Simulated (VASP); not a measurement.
Input of a VASP 6.6.1 run:

INCAR

```
SYSTEM = Te
  PREC = Accurate
  ENCUT = 520
  EDIFF = 1E-7
  ISMEAR = -1
  SIGMA = 0.05
  LREAL = .False.
  LASPH = .True.
  NELM = 60
  ALGO = Normal
  ISIF = 2
  LWAVE = .False.
  LCHARG = .False.
  GGA = PE
  NBANDS = 16
```

Contents of KPOINTS:

```
Automatic mesh
0
Gamma
  10 10 6
  0 0 0
```

POSCAR

```
Te
1.0
    4.4469268669      0.0000000000      0.0000000000
   -2.2234634334      3.8511516355      0.0000000000
    0.0000000000      0.0000000000      5.9149200000
Te
3
Direct
    0.2690000000      0.0000000000      0.1666666667
    0.0000000000      0.2690000000      0.8333333333
    0.7310000000      0.7310000000      0.5000000000
```

Potentials or basis: VASP PAW PBE potentials, release 64 (Te).

Command:

```sh
$ cat potpaw_PBE.64/Te/POTCAR > POTCAR
$ mpirun -np 1 vasp_std > vasp.out
```

Problem. Predict the pressure.

Solution. 1.7 GPa.

Problem. Predict the largest force.

Solution. 0.187 eV/Å.

Problem. Estimate the band gap on the k mesh.

Solution. 0.54 eV (least direct gap 0.62 eV).

Stress tensor (GPa, compression positive):
```
1.50 0.00 0.00
0.00 1.50 0.00
0.00 0.00 2.06
```

Caveat: semilocal functionals underestimate gaps, and a narrow one can read as zero; spin-orbit coupling is left out, which moves the levels of the heavy elements. A k mesh can miss the band edges.
